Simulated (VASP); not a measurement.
# GePt2 (Fm-3m) in VASP: single point with r2SCAN

Aim: the single point of GePt2 with r2SCAN.

Everything below comes from runs of VASP 6.6.1. Logs are shortened: lines on timing, memory, paths and dates and some standing lists are left out, and cuts for length are marked.

## 1. The cell of the first run

The structure is cubic, space group Fm-3m (No. 225). The conventional cell has a = 5.832 Å, b = 5.832 Å, c = 5.832 Å, α = 90.00°, β = 90.00°, γ = 90.00°. Within 3.3 Å of Ge (site symmetry m-3m) lie 8 Pt at 2.53 Å. Within 3.3 Å of Pt (site symmetry -43m) lie 4 Ge at 2.53 Å and 6 Pt at 2.92 Å.

## 2. Single point, r2SCAN

Input file POSCAR:

```
GePt2
1.0
    0.0000000000      2.9159077200      2.9159077200
    2.9159077200      0.0000000000      2.9159077200
    2.9159077200      2.9159077200      0.0000000000
Ge Pt
1 2
Direct
    0.0000000000      0.0000000000      0.0000000000
    0.2500000000      0.2500000000      0.2500000000
    0.7500000000      0.7500000000      0.7500000000
```

Input file INCAR.step1:

```
PREC = Accurate
ENCUT = 520
ISMEAR = 0
SIGMA = 0.1
LREAL = F
LASPH = T
NELM = 100
NBANDS = 24
GGA = PE
ALGO = Normal
EDIFF = 1E-4
LWAVE = T
LCHARG = F
```

Input file INCAR.step2:

```
PREC = Accurate
ENCUT = 520
EDIFF = 1E-6
ISMEAR = 0
SIGMA = 0.1
LREAL = F
LASPH = T
NELM = 100
ALGO = Normal
ISIF = 2
LWAVE = F
LCHARG = F
METAGGA = R2SCAN
LMIXTAU = T
NBANDS = 24
ISTART = 1
```

Input file KPOINTS:

```
Automatic mesh
0
Gamma
  14 14 14
```

Potentials or basis: VASP PAW PBE potentials, release 64 (Ge_d, Pt).

Run with:

```sh
cat potpaw_PBE.64/Ge_d/POTCAR potpaw_PBE.64/Pt/POTCAR > POTCAR
cp INCAR.step1 INCAR
mpirun -np 1 vasp_std > vasp.out
cp INCAR.step2 INCAR
mpirun -np 1 vasp_std > vasp.out
```

OUTCAR:

```text
PREC = Accurate
   ENCUT = 520
   EDIFF = 1E-6
   ISMEAR = 0
   LREAL = F
   LASPH = T
   NELM = 100
   ISIF = 2
   METAGGA = R2SCAN
   ISTART = 1

 ion  position               nearest neighbor table
   1  0.000  0.000  0.000-   3 2.53   3 2.53   3 2.53   2 2.53   3 2.53   2 2.53   2 2.53   2 2.53

   2  0.250  0.250  0.250-   1 2.53   1 2.53   1 2.53   1 2.53   3 2.92   3 2.92   3 2.92   3 2.92
                             3 2.92   3 2.92
   3  0.750  0.750  0.750-   1 2.53   1 2.53   1 2.53   1 2.53   2 2.92   2 2.92   2 2.92   2 2.92
                             2 2.92   2 2.92

  LATTYP: Found a face centered cubic cell.
 ALAT       =     5.8318154400

  Lattice vectors:

 A1 = (   0.0000000000,   2.9159077200,   2.9159077200)
 A2 = (   2.9159077200,   0.0000000000,   2.9159077200)
 A3 = (   2.9159077200,   2.9159077200,   0.0000000000)

Analysis of symmetry for initial positions (statically):
=====================================================================
 Subroutine PRICEL returns:
 Original cell was already a primitive cell.

 Routine SETGRP: Setting up the symmetry group for a
 face centered cubic supercell.

 Subroutine GETGRP returns: Found 48 space group operations
 (whereof 48 operations were pure point group operations)
 out of a pool of 48 trial point group operations.

The static configuration has the point symmetry O_h .

Analysis of symmetry for dynamics (positions and initial velocities):
=====================================================================
 Subroutine PRICEL returns:
 Original cell was already a primitive cell.

 Routine SETGRP: Setting up the symmetry group for a
 face centered cubic supercell.

 Subroutine GETGRP returns: Found 48 space group operations
 (whereof 48 operations were pure point group operations)
 out of a pool of 48 trial point group operations.

The dynamic configuration has the point symmetry O_h .

 Subroutine INISYM returns: Found 48 space group operations
 (whereof 48 operations are pure point group operations),
 and found     1 'primitive' translations

----------------------------------------------------------------------------------------

                                     Primitive cell

  volume of cell :      49.5851

  direct lattice vectors                    reciprocal lattice vectors
     0.000000000  2.915907720  2.915907720    -0.171473191  0.171473191  0.171473191
     2.915907720  0.000000000  2.915907720     0.171473191 -0.171473191  0.171473191
     2.915907720  2.915907720  0.000000000     0.171473191  0.171473191 -0.171473191

  length of vectors
     4.123716244  4.123716244  4.123716244     0.297000278  0.297000278  0.297000278

  position of ions in fractional coordinates (direct lattice)
     0.000000000  0.000000000  0.000000000
     0.250000000  0.250000000  0.250000000
     0.750000000  0.750000000  0.750000000

  ion indices of the primitive-cell ions
   primitive index   ion index
                 1           1
                 2           2
                 3           3

----------------------------------------------------------------------------------------

 KPOINTS: Automatic mesh

Automatic generation of k-mesh.
 Grid dimensions read from file:
 generate k-points for:   14   14   14

 Generating k-lattice:

  Cartesian coordinates                     Fractional coordinates (reciprocal lattice)
    -0.012248085  0.012248085  0.012248085     0.071428571  0.000000000  0.000000000
     0.012248085 -0.012248085  0.012248085     0.000000000  0.071428571  0.000000000
     0.012248085  0.012248085 -0.012248085     0.000000000  0.000000000  0.071428571

  Length of vectors
     0.021214306  0.021214306  0.021214306

  Shift w.r.t. Gamma in fractional coordinates (k-lattice)
     0.000000000  0.000000000  0.000000000

 Subroutine IBZKPT returns following result:
 ===========================================

 Found    104 irreducible k-points:

 Following reciprocal coordinates:
            Coordinates               Weight
  0.000000  0.000000  0.000000      1.000000
  0.071429  0.000000  0.000000      8.000000
  0.142857  0.000000  0.000000      8.000000
  0.214286  0.000000  0.000000      8.000000
  0.285714  0.000000  0.000000      8.000000
  0.357143  0.000000  0.000000      8.000000
[... 16 lines left out ...]
  0.214286  0.142857  0.000000     24.000000
  0.285714  0.142857  0.000000     24.000000
 [... further k-points ...]
   k-points           NKPTS =    104   k-points in BZ     NKDIM =    104   number of bands    NBANDS=     24
   number of dos      NEDOS =    301   number of ions     NIONS =      3
   total plane-waves  NPLWV =  32768
   dimension x,y,z NGX =    32 NGY =   32 NGZ =   32
   dimension x,y,z NGXF=    64 NGYF=   64 NGZF=   64
   ions per type =               1   2
   NGX,Y,Z   is equivalent  to a cutoff of  12.90, 12.90, 12.90 a.u.
   NGXF,Y,Z  is equivalent  to a cutoff of  25.80, 25.80, 25.80 a.u.
 SYSTEM =  unknown system
   PREC   = accura    normal or accurate (medium, high low for compatibility)
   ISTART =      1    job   : 0-new  1-cont  2-samecut
   ICHARG =      0    charge: 1-file 2-atom 10-const
   ISPIN  =      1    spin polarized calculation?
   LNONCOLLINEAR =      F non collinear calculations
   LSORBIT =      F    spin-orbit coupling
   LASPH  =      T    aspherical Exc in radial PAW
   ENCUT  =  520.0 eV  38.22 Ry    6.18 a.u.   7.67  7.67  7.67*2*pi/ulx,y,z
   NELM   =    100;   NELMIN=  2; NELMDL=  0     # of ELM steps
   EDIFF  = 0.1E-05   stopping-criterion for ELM
   LREAL  =      F    real-space projection
   EDIFFG = 0.1E-04   stopping-criterion for IOM
   NSW    =      0    number of steps for IOM
   IBRION =     -1    ionic relax: 0-MD 1-quasi-New 2-CG
   NFREE  =      0    steps in history (QN), initial steepest desc. (CG)
   ISIF   =      2    stress and relaxation
   ISYM   =      2    0-nonsym 1-usesym 2-fastsym
   POTIM  = 0.5000    time-step for ionic-motion
   TEBEG  =    0.0;   TEEND  =   0.0 temperature during run
   PSTRESS=    0.0 pullay stress
   NELECT =      34.0000    total number of electrons
   NUPDOWN=      -1.0000    fix difference up-down
   EMIN   =  10.00;   EMAX   =-10.00  energy-range for DOS
   EFERMI =   0.00;   METHOD = LEGACY
   ISMEAR =     0;   SIGMA  =   0.10  broadening in eV -4-tet -1-fermi 0-gaus
   EFERMI_NEDOS =   21; number of points for ismear=-14 and -15
   IALGO  =     38    algorithm
   IMIX   =      4    mixing-type and parameters
     AMIX     =   0.40;   BMIX     =  1.00
     AMIX_MAG =   1.60;   BMIX_MAG =  1.00
  volume/ion in A,a.u.               =      16.53       111.54
  Fermi-wavevector in a.u.,A,eV,Ry     =   1.443613  2.728032 28.354781  2.084018
  Thomas-Fermi vector in A             =   2.562001
   LORBIT       =      0    0 simple, 1 ext, 2 COOP (PROOUT), +10 PAW based schemes
   METAGGA = R2SCAN    functional components
   LHFCALC =     F    Hartree Fock is set to
   AEXX    =    0.0000 exact exchange contribution
   IVDW    =     0    specifies the selected vdW correction
   LEPSILON=     F    determine dielectric tensor
   LRPA    =     F    only Hartree local field effects (RPA)
 non-spin polarized calculation
 Gauss-broadening in eV      SIGMA  =   0.10
  energy-cutoff  :      520.00
  volume of cell :       49.59
 maximum number of plane-waves:      1363
   NGX = 15   NGY = 15   NGZ = 15

 number of electron      33.9999984 magnetization

 Free energy of the ion-electron system (eV)
  ---------------------------------------------------
  ext. energy  EPLUGINS =         0.00000000
  ---------------------------------------------------
  free energy    TOTEN  =      -118.09011565 eV

  energy without entropy =     -118.07839383  energy(sigma->0) =     -118.08425474

 E-fermi :   9.5255     XC(G=0): -13.5250

 val. band max:        9.5218941995   @ k =   0.4286   0.2857   0.1429
 cond. band min:       9.5274709211   @ k =  -0.2143   0.0714   0.0000
 fundamental gap:      0.0055767216
 Fermi energy:         9.5254963887

 k-point     1 :       0.0000    0.0000    0.0000
  band No.  band energies     occupation
      1     -16.5650      2.00000
      2     -16.5650      2.00000
      3     -16.5650      2.00000
      4     -16.5290      2.00000
      5     -16.5290      2.00000
      6      -3.6389      2.00000
[... 16 lines left out ...]
     23      14.5378      0.00000
     24      17.6749      0.00000

 k-point     2 :       0.0714    0.0000    0.0000
  band No.  band energies     occupation
      1     -16.5654      2.00000
      2     -16.5651      2.00000
      3     -16.5650      2.00000
      4     -16.5288      2.00000
      5     -16.5288      2.00000
      6      -3.5719      2.00000
[... 16 lines left out ...]
     23      15.0561      0.00000
     24      18.2885      0.00000

 k-point     3 :       0.1429    0.0000    0.0000
  band No.  band energies     occupation
      1     -16.5666      2.00000
      2     -16.5653      2.00000
      3     -16.5652      2.00000
      4     -16.5284      2.00000
      5     -16.5284      2.00000
      6      -3.3764      2.00000
[... 16 lines left out ...]
     23      15.4777      0.00000
     24      19.0818      0.00000

 k-point     4 :       0.2143    0.0000    0.0000
  band No.  band energies     occupation
      1     -16.5683      2.00000
      2     -16.5656      2.00000
      3     -16.5655      2.00000
      4     -16.5278      2.00000
      5     -16.5278      2.00000
      6      -3.0698      2.00000
[... 16 lines left out ...]
     23      16.0675      0.00000
     24      19.1505      0.00000

 k-point     5 :       0.2857    0.0000    0.0000
  band No.  band energies     occupation
      1     -16.5703      2.00000
      2     -16.5659      2.00000
      3     -16.5659      2.00000
      4     -16.5271      2.00000
      5     -16.5271      2.00000
      6      -2.6873      2.00000
[... 16 lines left out ...]
     23      16.6615      0.00000
     24      19.0208      0.00000

 k-point     6 :       0.3571    0.0000    0.0000
  band No.  band energies     occupation
      1     -16.5721      2.00000
      2     -16.5662      2.00000
      3     -16.5662      2.00000
      4     -16.5265      2.00000
      5     -16.5265      2.00000
      6      -2.2906      2.00000
[... 16 lines left out ...]
     23      17.4165      0.00000
     24      19.1271      0.00000
[... 379 lines left out ...]
 k-point    21 :      -0.0714    0.0714    0.0000
  band No.  band energies     occupation
      1     -16.5660      2.00000
      2     -16.5652      2.00000
      3     -16.5652      2.00000
      4     -16.5287      2.00000
      5     -16.5284      2.00000
      6      -3.4623      2.00000
[... 16 lines left out ...]
     23      15.4789      0.00000
     24      19.0454      0.00000

 k-point    22 :       0.1429    0.1429    0.0000
  band No.  band energies     occupation
      1     -16.5672      2.00000
      2     -16.5653      2.00000
      3     -16.5653      2.00000
      4     -16.5288      2.00000
      5     -16.5277      2.00000
      6      -3.2918      2.00000
[... 16 lines left out ...]
     23      16.3703      0.00000
     24      20.2245      0.00000

 k-point    23 :       0.2143    0.1429    0.0000
  band No.  band energies     occupation
      1     -16.5685      2.00000
      2     -16.5656      2.00000
      3     -16.5655      2.00000
      4     -16.5286      2.00000
      5     -16.5270      2.00000
      6      -3.0679      2.00000
[... 16 lines left out ...]
     23      16.9094      0.00000
     24      20.1687      0.00000

 k-point    24 :       0.2857    0.1429    0.0000
  band No.  band energies     occupation
      1     -16.5700      2.00000
      2     -16.5661      2.00000
      3     -16.5658      2.00000
      4     -16.5281      2.00000
      5     -16.5263      2.00000
      6      -2.7487      2.00000
[... 16 lines left out ...]
     23      17.3711      0.00000
     24      20.4915      0.00000

 [... further k-points ...]
[... 5 lines left out ...]
  --------------------------------------------------------------------------------------
  -------------------------------------------------------------------------------------
  Total        0.0682375      0.0682375      0.0682375      0.0000000      0.0000000     -0.0000000
  in kB        2.2048668      2.2048668      2.2048668      0.0000000      0.0000000     -0.0000000
  external PRESSURE =       2.2048668 kB  Pullay stress =       0.0000000 kB

 VOLUME and BASIS-vectors are now :
 -----------------------------------------------------------------------------
  energy-cutoff  :      520.00
  volume of cell :       49.59
      direct lattice vectors                 reciprocal lattice vectors
     0.000000000  2.915907720  2.915907720    -0.171473191  0.171473191  0.171473191
     2.915907720  0.000000000  2.915907720     0.171473191 -0.171473191  0.171473191
     2.915907720  2.915907720  0.000000000     0.171473191  0.171473191 -0.171473191

 POSITION                                       TOTAL-FORCE (eV/Angst)
 -----------------------------------------------------------------------------------
      0.00000      0.00000      0.00000         0.000000      0.000000      0.000000
      1.45795      1.45795      1.45795        -0.000000     -0.000000      0.000000
      4.37386      4.37386      4.37386         0.000000      0.000000     -0.000000
 -----------------------------------------------------------------------------------
    total drift:                                0.000000     -0.000000      0.000000

  FREE ENERGIE OF THE ION-ELECTRON SYSTEM (eV)
  ---------------------------------------------------
  free  energy   TOTEN  =      -118.0901156478 eV

  energy  without entropy=     -118.0783938255  energy(sigma->0) =     -118.08425474
```

Wall time 1.9 min (1 thread of Intel Xeon 6975P-C (Granite Rapids), shared host); peak memory 0.27 GiB.

Results:

| Property | Result |
| --- | --- |
| Free energy | -118.0901 eV |
| Pressure | 0.2 GPa |
| Band gap on the k mesh | zero (bands 17 and 18 overlap by 2.84 eV) |

Caveat: the PAW data sets were made with another functional, which shifts forces and pressure a little; spin-orbit coupling is left out, which moves the levels of the heavy elements.
